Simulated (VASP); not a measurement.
Input of a VASP 6.6.1 run:

The input INCAR:

```
SYSTEM = Cd2S
PREC = Accurate
ENCUT = 600
EDIFF = 1E-7
ISMEAR = 0
SIGMA = 0.2
LREAL = .False.
LASPH = .True.
NELM = 100
ALGO = Normal
ISIF = 3
LWAVE = .False.
LCHARG = .False.
GGA = PE
IBRION = 2
NSW = 36
EDIFFG = -0.08
```

Contents of KPOINTS:

```
regular mesh
0
Gamma
  5 5 5
  0 0 0
```

The input POSCAR:

```
Cd2S
1.0
    2.4494216900     -3.9951795400      0.0000000000
    2.4494216900      3.9951795400      0.0000000000
    0.0000000000      0.0000000000      4.3873482800
Cd S
2 1
Direct
    0.3348614400      0.6651385600      0.0000000000
    0.6651385600      0.3348614400      0.0000000000
    0.5000000000      0.5000000000      0.5000000000
```

Potentials or basis: VASP PAW PBE potentials, release 64 (Cd, S).

The run is started by

```bash
$ cat potpaw_PBE.64/Cd/POTCAR potpaw_PBE.64/S/POTCAR > POTCAR
$ mpirun -np 1 vasp_std > vasp.out
```

(1) What does it give for the relaxed volume?

(2) Predict the relaxed cell.

## Answers

(1) 27.85 Å³/atom.

(2) a = 5.953 Å, b = 5.953 Å, c = 3.846 Å, α = 90.00°, β = 90.00°, γ = 142.20°.

Caveat: a cell axis changed by over 15 % at a fixed basis, so the end point is rough.
